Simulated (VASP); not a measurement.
# NaTa6 in VASP: notebook

The runs below take NaTa6 through single point, with PBEsol.

All numbers are computed with VASP 6.6.1; they aren't measurements. Logs are shortened: lines on timing, memory, paths and dates and some standing lists are left out, and cuts for length are marked.

### Step 1. The cell of the first run

The cell holds a slab with vacuum, 7 atoms: a = 4.639 Å, b = 4.639 Å, c = 19.944 Å, α = 90.00°, β = 90.00°, γ = 120.00°.

### Step 2. Single point, PBEsol

INCAR reads:

```
  ALGO = Normal
  DIPOL = 0.5 0.5 0.348
  EDIFF = 1E-6
  ENCUT = 520
  GGA = PS
  IDIPOL = 3
  ISIF = 2
  ISMEAR = 0
  LASPH = T
  LCHARG = T
  LDIPOL = T
  LELF = T
  LREAL = F
  LVACPOTAV = T
  LVHAR = T
  LWAVE = F
  NBANDS = 46
  NELM = 100
  PREC = Accurate
  SIGMA = 0.1
```

KPOINTS reads:

```
k-points
0
Gamma
  6 6 1
```

POSCAR reads:

```
NaTa6
1.0
    4.6392671641      0.0000000000      0.0000000000
   -2.3196335821      4.0177232191      0.0000000000
    0.0000000000      0.0000000000     19.9438808552
Ta Na
6 1
Direct
    0.6666666667      0.3333333333      0.2005627706
    0.3333333334      0.6666666667      0.2480453268
    0.0000000000      0.0000000000      0.2955278831
    0.6666666667      0.3333333333      0.3400187737
    0.3333333334      0.6666666667      0.3814681521
    0.0000000000      0.0000000000      0.4233820346
    0.2222222222      0.4444444444      0.5474667276
```

Potentials or basis: VASP PAW PBE potentials, release 64 (Ta_pv, Na_pv).

Run with:

```sh
> cat potpaw_PBE.64/Ta_pv/POTCAR potpaw_PBE.64/Na_pv/POTCAR > POTCAR
> mpirun -np 1 vasp_std > vasp.out
```

OUTCAR:

```text
EDIFF = 1E-6
   ENCUT = 520
   GGA = PS
   ISIF = 2
   ISMEAR = 0
   LASPH = T
   LREAL = F
   NELM = 100
   PREC = Accurate

 ion  position               nearest neighbor table
   1  0.667  0.333  0.201-   4 2.78   2 2.84   2 2.84   2 2.84   3 3.28   3 3.28   3 3.28
   2  0.333  0.667  0.248-   5 2.66   1 2.84   1 2.84   1 2.84   3 2.84   3 2.84   3 2.84   4 3.25
                             4 3.25   4 3.25
   3  0.000  0.000  0.296-   6 2.55   4 2.82   4 2.82   4 2.82   2 2.84   2 2.84   2 2.84   5 3.18
                             5 3.18   5 3.18   1 3.28   1 3.28   1 3.28
   4  0.667  0.333  0.340-   1 2.78   5 2.80   5 2.80   5 2.80   3 2.82   3 2.82   3 2.82   6 3.15
                             6 3.15   6 3.15   2 3.25   2 3.25   2 3.25
   5  0.333  0.667  0.381-   2 2.66   4 2.80   4 2.80   4 2.80   6 2.81   6 2.81   6 2.81   3 3.18
                             3 3.18   3 3.18
   6  0.000  0.000  0.423-   3 2.55   5 2.81   5 2.81   5 2.81   7 3.05   4 3.15   4 3.15   4 3.15

   7  0.222  0.444  0.547-   6 3.05

  LATTYP: Found a hexagonal cell.
 ALAT       =     4.6392671641
 C/A-ratio  =     4.2989291519

  Lattice vectors:

 A1 = (   4.6392671641,   0.0000000000,   0.0000000000)
 A2 = (  -2.3196335821,   4.0177232191,   0.0000000000)
 A3 = (   0.0000000000,   0.0000000000,  19.9438808552)

Analysis of symmetry for initial positions (statically):
=====================================================================
 Subroutine PRICEL returns:
 Original cell was already a primitive cell.

 Routine SETGRP: Setting up the symmetry group for a
 hexagonal supercell.

 Subroutine GETGRP returns: Found  2 space group operations
 (whereof  2 operations were pure point group operations)
 out of a pool of 24 trial point group operations.

The static configuration has the point symmetry C_1h.

Analysis of symmetry for dynamics (positions and initial velocities):
=====================================================================
 Subroutine PRICEL returns:
 Original cell was already a primitive cell.

 Routine SETGRP: Setting up the symmetry group for a
 hexagonal supercell.

 Subroutine GETGRP returns: Found  2 space group operations
 (whereof  2 operations were pure point group operations)
 out of a pool of 24 trial point group operations.

The dynamic configuration has the point symmetry C_1h.

 Subroutine INISYM returns: Found  2 space group operations
 (whereof  2 operations are pure point group operations),
 and found     1 'primitive' translations

----------------------------------------------------------------------------------------

                                     Primitive cell

  volume of cell :     371.7398

  direct lattice vectors                    reciprocal lattice vectors
     4.639267164  0.000000000  0.000000000     0.215551285  0.124448593  0.000000000
    -2.319633582  4.017723219  0.000000000     0.000000000  0.248897185  0.000000000
     0.000000000  0.000000000 19.943880855     0.000000000  0.000000000  0.050140693

  length of vectors
     4.639267164  4.639267164 19.943880855     0.248897185  0.248897185  0.050140693

  position of ions in fractional coordinates (direct lattice)
     0.666666667  0.333333333  0.200562771
     0.333333333  0.666666667  0.248045327
     0.000000000  0.000000000  0.295527883
     0.666666667  0.333333333  0.340018774
     0.333333333  0.666666667  0.381468152
     0.000000000  0.000000000  0.423382035
     0.222222222  0.444444444  0.547466728

  ion indices of the primitive-cell ions
   primitive index   ion index
                 1           1
                 2           2
                 3           3
                 4           4
                 5           5
                 6           6
                 7           7

----------------------------------------------------------------------------------------

 KPOINTS: k-points

Automatic generation of k-mesh.
 Grid dimensions read from file:
 generate k-points for:    6    6    1

 Generating k-lattice:

  Cartesian coordinates                     Fractional coordinates (reciprocal lattice)
     0.035925214  0.020741432  0.000000000     0.166666667  0.000000000  0.000000000
     0.000000000  0.041482864  0.000000000     0.000000000  0.166666667  0.000000000
     0.000000000  0.000000000  0.050140693     0.000000000  0.000000000  1.000000000

  Length of vectors
     0.041482864  0.041482864  0.050140693

  Shift w.r.t. Gamma in fractional coordinates (k-lattice)
     0.000000000  0.000000000  0.000000000

 Subroutine IBZKPT returns following result:
 ===========================================

 Found     13 irreducible k-points:

 Following reciprocal coordinates:
            Coordinates               Weight
  0.000000  0.000000  0.000000      1.000000
  0.166667  0.000000  0.000000      4.000000
  0.000000  0.166667  0.000000      2.000000
  0.333333 -0.000000  0.000000      4.000000
  0.000000  0.333333  0.000000      2.000000
  0.500000  0.000000  0.000000      2.000000
  0.000000  0.500000  0.000000      1.000000
  0.166667  0.166667  0.000000      4.000000
 -0.333333  0.166667  0.000000      2.000000
  0.333333  0.166667  0.000000      4.000000
 -0.166667  0.500000  0.000000      4.000000
  0.500000  0.333333  0.000000      4.000000
  0.333333  0.333333  0.000000      2.000000
   k-points           NKPTS =     13   k-points in BZ     NKDIM =     13   number of bands    NBANDS=     46
   number of dos      NEDOS =    301   number of ions     NIONS =      7
   total plane-waves  NPLWV = 194400
   dimension x,y,z NGX =    36 NGY =   36 NGZ =  150
   dimension x,y,z NGXF=    72 NGYF=   72 NGZF=  300
   ions per type =               6   1
   NGX,Y,Z   is equivalent  to a cutoff of  12.90, 12.90, 12.50 a.u.
   NGXF,Y,Z  is equivalent  to a cutoff of  25.80, 25.80, 25.01 a.u.
 SYSTEM =  unknown system
   PREC   = accura    normal or accurate (medium, high low for compatibility)
   ISTART =      0    job   : 0-new  1-cont  2-samecut
   ICHARG =      2    charge: 1-file 2-atom 10-const
   ISPIN  =      1    spin polarized calculation?
   LNONCOLLINEAR =      F non collinear calculations
   LSORBIT =      F    spin-orbit coupling
   LASPH  =      T    aspherical Exc in radial PAW
   ENCUT  =  520.0 eV  38.22 Ry    6.18 a.u.   8.63  8.63 37.08*2*pi/ulx,y,z
   NELM   =    100;   NELMIN=  2; NELMDL= -5     # of ELM steps
   EDIFF  = 0.1E-05   stopping-criterion for ELM
   LREAL  =      F    real-space projection
   EDIFFG = 0.1E-04   stopping-criterion for IOM
   NSW    =      0    number of steps for IOM
   IBRION =     -1    ionic relax: 0-MD 1-quasi-New 2-CG
   NFREE  =      0    steps in history (QN), initial steepest desc. (CG)
   ISIF   =      2    stress and relaxation
   ISYM   =      2    0-nonsym 1-usesym 2-fastsym
   POTIM  = 0.5000    time-step for ionic-motion
   TEBEG  =    0.0;   TEEND  =   0.0 temperature during run
   PSTRESS=    0.0 pullay stress
   NELECT =      73.0000    total number of electrons
   NUPDOWN=      -1.0000    fix difference up-down
   EMIN   =  10.00;   EMAX   =-10.00  energy-range for DOS
   EFERMI =   0.00;   METHOD = LEGACY
   ISMEAR =     0;   SIGMA  =   0.10  broadening in eV -4-tet -1-fermi 0-gaus
   EFERMI_NEDOS =   21; number of points for ismear=-14 and -15
   IALGO  =     38    algorithm
   IMIX   =      4    mixing-type and parameters
     AMIX     =   0.40;   BMIX     =  1.00
     AMIX_MAG =   1.60;   BMIX_MAG =  1.00
  volume/ion in A,a.u.               =      53.11       358.37
  Fermi-wavevector in a.u.,A,eV,Ry     =   0.951560  1.798187 12.319614  0.905466
  Thomas-Fermi vector in A             =   2.080041
   LORBIT       =      0    0 simple, 1 ext, 2 COOP (PROOUT), +10 PAW based schemes
   GGA     = PS    functional components
   LHFCALC =     F    Hartree Fock is set to
   AEXX    =    0.0000 exact exchange contribution
   IVDW    =     0    specifies the selected vdW correction
   LEPSILON=     F    determine dielectric tensor
   LRPA    =     F    only Hartree local field effects (RPA)
 non-spin polarized calculation
 Gauss-broadening in eV      SIGMA  =   0.10
  energy-cutoff  :      520.00
  volume of cell :      371.74
 maximum number of plane-waves:     10037
 NGX is ok and might be reduce to    36
   NGX = 17   NGY = 17   NGZ = 75

 dipolmoment           0.000000      0.000000      0.142136 electrons x Angstroem

 number of electron      73.0000002 magnetization

 dipolmoment           0.000000      0.000000     -0.121184 electrons x Angstroem

 Free energy of the ion-electron system (eV)
  ---------------------------------------------------
  ext. energy  EPLUGINS =         0.00000000
  ---------------------------------------------------
  free energy    TOTEN  =       -69.76912414 eV

  energy without entropy =      -69.73175545  energy(sigma->0) =      -69.75043979

 E-fermi :  -0.0997     XC(G=0):  -5.4765

 val. band max:       -0.1595849592   @ k =   0.3333   0.3333   0.0000
 cond. band min:      -0.0545932762   @ k =   0.0000   0.3333   0.0000
 fundamental gap:      0.1049916829
 Fermi energy:        -0.0997233206

 k-point     1 :       0.0000    0.0000    0.0000
  band No.  band energies     occupation
      1     -34.8330      2.00000
      2     -34.6314      2.00000
      3     -34.5237      2.00000
      4     -34.5231      2.00000
      5     -34.3328      2.00000
      6     -34.3300      2.00000
[... 38 lines left out ...]
     45       2.2549      0.00000
     46       2.3664      0.00000

 k-point     2 :       0.1667    0.0000    0.0000
  band No.  band energies     occupation
      1     -34.8418      2.00000
      2     -34.6510      2.00000
      3     -34.5617      2.00000
      4     -34.5352      2.00000
      5     -34.4088      2.00000
      6     -34.3729      2.00000
[... 531 lines left out ...]
 k-point    13 :       0.3333    0.3333    0.0000
  band No.  band energies     occupation
      1     -34.8747      2.00000
      2     -34.7527      2.00000
      3     -34.5727      2.00000
      4     -34.4922      2.00000
      5     -34.4889      2.00000
      6     -34.3543      2.00000
[... 38 lines left out ...]
     45       1.6990      0.00000
     46       2.4214      0.00000

------------------------ aborting loop because EDIFF is reached ----------------------------------------

  FORCE on cell =-STRESS in cart. coord.  units (eV):
  Direction    XX          YY          ZZ          XY          YZ          ZX
  --------------------------------------------------------------------------------------
  -------------------------------------------------------------------------------------
  Total       -5.4769466     -4.9200806     -3.2846841      0.0000000      0.9653015     -0.0000000
  in kB      -23.6053268    -21.2052665    -14.1568009      0.0000000      4.1603942     -0.0000000
  external PRESSURE =     -19.6557980 kB  Pullay stress =       0.0000000 kB

 VOLUME and BASIS-vectors are now :
 -----------------------------------------------------------------------------
  energy-cutoff  :      520.00
  volume of cell :      371.74
      direct lattice vectors                 reciprocal lattice vectors
     4.639267164  0.000000000  0.000000000     0.215551285  0.124448593  0.000000000
    -2.319633582  4.017723219  0.000000000     0.000000000  0.248897185  0.000000000
     0.000000000  0.000000000 19.943880855     0.000000000  0.000000000  0.050140693

 POSITION                                       TOTAL-FORCE (eV/Angst)
 -----------------------------------------------------------------------------------
      2.31963      1.33924      4.00000        -0.000000      0.006856      1.765991
      0.00000      2.67848      4.94699         0.000000     -0.000933     -0.031656
      0.00000      0.00000      5.89397        -0.000000      0.005543     -1.849783
      2.31963      1.33924      6.78129        -0.000000      0.007092      0.059062
      0.00000      2.67848      7.60796         0.000000     -0.056790      0.175814
      0.00000      0.00000      8.44388         0.000000     -0.354391     -0.125183
     -0.00000      1.78565     10.91861        -0.000000      0.392623      0.005754
 -----------------------------------------------------------------------------------
    total drift:                               -0.000000      0.000005      0.000181

  FREE ENERGIE OF THE ION-ELECTRON SYSTEM (eV)
  ---------------------------------------------------
  free  energy   TOTEN  =       -69.7691241353 eV

  energy  without entropy=      -69.7317554513  energy(sigma->0) =      -69.75043979

 vacuum level on the upper side and lower side of the slab         2.193         3.380
```

Run time: 11 min. Hardware: 1 thread of Intel Xeon 6975P-C (Granite Rapids), shared host; peak memory 0.55 GiB.

What came out:

```
Free energy            : -69.7691 eV
Largest force          : 1.850 eV/Å
Band gap on the k mesh : zero (an odd number of electrons rules out a gap without spin polarisation)
```

Forces in eV/Å, atoms in the order of the input:
```
Ta   0.000  0.007  1.766
Ta   0.000 -0.001 -0.032
Ta   0.000  0.006 -1.850
Ta   0.000  0.007  0.059
Ta   0.000 -0.057  0.176
Ta   0.000 -0.354 -0.125
Na   0.000  0.393  0.006
```

Levels at points of the mesh, in eV from the Fermi level:
| k point | band 34 | band 35 | band 36 | band 37 | band 38 | band 39 |
| --- | --- | --- | --- | --- | --- | --- |
| (0.00, 0.00, 0.00) | -0.96 | -0.95 | -0.41 | -0.40 | 0.15 | 0.22 |
| (0.50, 0.00, 0.00) | -0.96 | -0.72 | -0.30 | -0.06 | 0.08 | 0.83 |
| (0.00, 0.50, 0.00) | -0.95 | -0.73 | -0.29 | -0.07 | 0.08 | 0.80 |

Caveat: the PAW data sets were made with another functional, which shifts forces and pressure a little; spin-orbit coupling is left out, which moves the levels of the heavy elements.

### Step 3. Single point, PBEsol

INCAR reads:

```
SYSTEM = NaTa6
  ALGO = Normal
  DIPOL = 0.5 0.5 0.347
  EDIFF = 1E-7
  ENCUT = 520
  GGA = PS
  IDIPOL = 3
  ISIF = 2
  ISMEAR = 0
  LASPH = .True.
  LCHARG = .True.
  LDIPOL = .True.
  LELF = .True.
  LREAL = .False.
  LVACPOTAV = .True.
  LVHAR = .True.
  LWAVE = .False.
  NBANDS = 46
  NELM = 80
  PREC = Accurate
  SIGMA = 0.1
```

KPOINTS reads:

```
k-points
0
Gamma
  6 6 1
  0 0 0
```

POSCAR reads:

```
NaTa6
1.0
    4.6392671641      0.0000000000      0.0000000000
   -2.3196335821      4.0177232191      0.0000000000
    0.0000000000      0.0000000000     19.9438808552
Ta Na
6 1
Direct
    0.6666666667      0.3333333333      0.2005627706
    0.3333333333      0.6666666666      0.2480453268
    0.0000000000      0.0000000000      0.2955278831
    0.6666666667      0.3333333333      0.3400187737
    0.3333333333      0.6666666666      0.3814681521
    0.0000000000      0.0000000000      0.4233820346
    0.4444444444      0.2222222222      0.5387823387
```

Potentials or basis: VASP PAW PBE potentials, release 64 (Ta_pv, Na_pv).

Run with:

```sh
> cat potpaw_PBE.64/Ta_pv/POTCAR potpaw_PBE.64/Na_pv/POTCAR > POTCAR
> mpirun -np 1 vasp_std > vasp.out
```

Run time: 11 min. Hardware: 1 thread of Intel Xeon 6975P-C (Granite Rapids), shared host; peak memory 0.55 GiB.

The run converged. Its results:

* Free energy: -69.8175 eV
* Largest force: 1.830 eV/Å
* Band gap on the k mesh: zero (an odd number of electrons rules out a gap without spin polarisation)

Forces in eV/Å, atoms in the order of the input:
```
Ta  -0.001  0.000  1.739
Ta   0.011  0.007 -0.041
Ta  -0.017 -0.010 -1.830
Ta  -0.031 -0.018  0.145
Ta  -0.018 -0.010  0.414
Ta  -0.469 -0.271 -0.444
Na   0.524  0.303  0.016
```

Levels at points of the mesh, in eV from the Fermi level:
```csv
k point,band 32,band 33,band 34,band 35,band 36,band 37,band 38,band 39,band 40,band 41
"(0.00, 0.00, 0.00)",-1.32,-0.99,-0.99,-0.97,-0.42,-0.41,0.15,0.22,0.23,0.66
"(0.50, 0.00, 0.00)",-1.58,-1.12,-0.97,-0.73,-0.30,-0.07,0.06,0.82,1.04,1.13
"(0.00, 0.50, 0.00)",-1.53,-1.13,-0.96,-0.72,-0.29,-0.08,0.08,0.82,1.07,1.13
```

Caveat: the PAW data sets were made with another functional, which shifts forces and pressure a little; spin-orbit coupling is left out, which moves the levels of the heavy elements.

The gap in the log of VASP goes by the Fermi energy; the results here count the filled bands.